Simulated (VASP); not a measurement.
**Sc3Mo: single point with PBE**

Sc3Mo:

```
Sc Mo
1.0
     4.17221    0.00000    0.00000
     0.00000    4.17221    0.00000
     0.00000    0.00000    4.17221
Sc Mo
3 1
Direct
  0.50000 0.00000 0.50000
  0.00000 0.50000 0.50000
  0.50000 0.50000 0.00000
  0.00000 0.00000 0.00000
```

| Property | Result |
| --- | --- |
| Program | VASP 6.6.1 |
| Task | single point |
| Functional | PBE |
| Potentials or basis | VASP PAW PBE potentials, release 64 (Sc_sv, Mo_sv) |
| Cutoff | 520 eV |
| k mesh | 4 × 4 × 4 |
| Occupations | gaussian, width 0.1 eV |
| Spin | no spin polarisation |

```json
{
 "Pressure": "14.1 GPa"
}
```

Levels at points of the mesh, in eV from the Fermi level:
```tsv
k point	band 19	band 20	band 21	band 22	band 23	band 24	band 25	band 26	band 27	band 28
(0.00, 0.00, 0.00)	-3.23	-2.66	-2.20	-2.20	-2.20	1.15	1.15	1.15	3.14	3.14
(0.50, 0.00, 0.00)	-2.27	-1.41	-1.34	-1.02	-1.02	-0.12	0.13	0.13	0.44	1.92
(0.50, 0.50, 0.00)	-1.70	-1.70	-1.01	-1.01	-0.87	-0.24	0.16	0.19	0.49	0.49
(0.50, 0.50, 0.50)	-2.99	-2.69	-0.05	-0.05	0.87	0.87	0.87	0.88	1.02	1.02
```

Run time: 17 s on 1 thread of Intel(R) Xeon(R) Platinum 8488C (Sapphire Rapids), with other jobs on the host, peak memory 0.18 GiB.

Caveat: the k points lie up to 0.38 Å⁻¹ apart.
